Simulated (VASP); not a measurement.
Runs of VASP 6.6.1 on Al2Pt. The structure is that of space group Fm-3m (No. 225), or close to it. The cells are those of the table. 

| cell | gap on the mesh (eV) | pressure (GPa) |
| --- | --- | --- |
| a = 4.075 Å, angles 60.0°, 3 atoms | none | (b) |
| a = 4.162 Å, angles 60.0°, 3 atoms | none | 4.0 |
| a = 4.287 Å, angles 60.0°, 3 atoms | none | (a) |
| a = 4.246 Å, angles 60.0°, 3 atoms | none | -3.8 |
| a = 4.119 Å, angles 60.0°, 3 atoms | none | 9.0 |

Alike in all rows: task single point; level PBE; potentials or basis VASP PAW PBE potentials, release 64 (Al, Pt); no spin polarisation; k mesh 12 × 12 × 12; cutoff (eV) 520; smearing gaussian 0.1 eV.

Fill in the values left out.

(a) -6.8; (b) 14.9.

Caveats: spin-orbit coupling is left out, which moves the levels of the heavy elements.

A k mesh can miss the band edges, and the runs leave out spin-orbit coupling on Pt.

A gap of «none» marks levels without a gap at the run's occupations.
